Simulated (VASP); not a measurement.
Al: single point with LDA

Crystal: Al.

```
Al
1.0
     2.84450    0.00000    0.00000
    -1.42225    2.46341    0.00000
     0.00000    0.00000    4.68623
Al
2
Direct
  0.66667 0.33333 0.75000
  0.33333 0.66667 0.25000
```

This isn't the form of Al at room conditions, which is fcc.

| Item | Value |
| --- | --- |
| Program | VASP 6.6.1 |
| Task | single point |
| Functional | LDA |
| Potentials or basis | VASP PAW LDA potentials, release 64 (Al) |
| Cutoff | 520 eV |
| k mesh | 18 × 18 × 10 |
| Occupations | gaussian, width 0.15 eV |
| Spin | no spin polarisation |

```json
{
  "Pressure": "-2.2 GPa",
  "Band gap on the k mesh": "zero (bands 3 and 4 overlap by 7.29 eV)"
}
```

Stress tensor (GPa, compression positive):
```
-2.11  0.00  0.00
 0.00 -2.11  0.00
 0.00  0.00 -2.24
```

Levels at points of the mesh, in eV from the Fermi level:
```csv
k point,band 1,band 2,band 3,band 4,band 5,band 6,band 7,band 8
"(0.00, 0.00, 0.00)",-11.13,-4.61,-4.51,10.63,10.63,11.07,11.07,12.00
"(0.50, 0.00, 0.00)",-5.29,-5.08,0.61,1.04,1.53,1.67,5.66,7.35
"(0.00, 0.00, 0.50)",-9.46,-9.46,3.28,3.28,11.89,11.89,11.89,11.89
"(0.50, 0.00, 0.50)",-3.89,-3.89,-3.21,-3.21,7.09,7.09,7.61,7.61
```

Wall time 78 s on 1 thread of AMD EPYC 7R13, with other jobs on the host, peak memory 0.14 GiB.
